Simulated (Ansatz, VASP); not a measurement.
Two plane-wave programs on K2NbO4

```
CELL_PARAMETERS angstrom
0.00000 6.08809 0.00000
6.18119 -3.04404 0.00000
3.27747 0.00000 -6.79794
ATOMIC_POSITIONS crystal
Nb 0.17558 0.35116 0.77329
Nb 0.82442 0.64884 0.22671
K 0.84530 0.69060 0.74500
K 0.15470 0.30940 0.25500
K 0.50940 0.01880 0.76480
K 0.49060 0.98120 0.23520
O 0.33330 0.66660 0.61760
O 0.66670 0.33340 0.38240
O 0.08780 0.17560 0.63820
O 0.91220 0.82440 0.36180
O 0.37640 0.28600 0.92150
O 0.09040 0.71400 0.07850
O 0.62360 0.71400 0.07850
O 0.90960 0.28600 0.92150
```

Alike in both runs: task single point; functional PBEsol; k mesh 5 × 5 × 4; no spin polarisation.

|  | VASP | Ansatz |
| --- | --- | --- |
| version | VASP 6.6.1 | Ansatz 0.2.0 |
| potentials or method | VASP PAW PBE potentials, release 64 (Nb_sv, K_sv, O), cutoff 520 eV | PAW plane waves |
| occupations | methfessel-paxton of order 1, width 0.1636 eV | cold, width 0.1636 eV |
| valence electrons in the cell | 110 | 110 |

|  | VASP | Ansatz | Ansatz less VASP |
| --- | --- | --- | --- |
| pressure (GPa) | 10.2 | 9.9 | -0.31 |
| traceless stress, the component that is largest in VASP (GPa) | 2.26 | 2.24 | -0.021 |
| rms of the force components (eV/Å) | 1.760 | 1.730 | -0.0297 |

VASP's potentials were made for PBE, not for PBEsol. Atom by atom the forces differ by 0.030 eV/Å (rms over components).
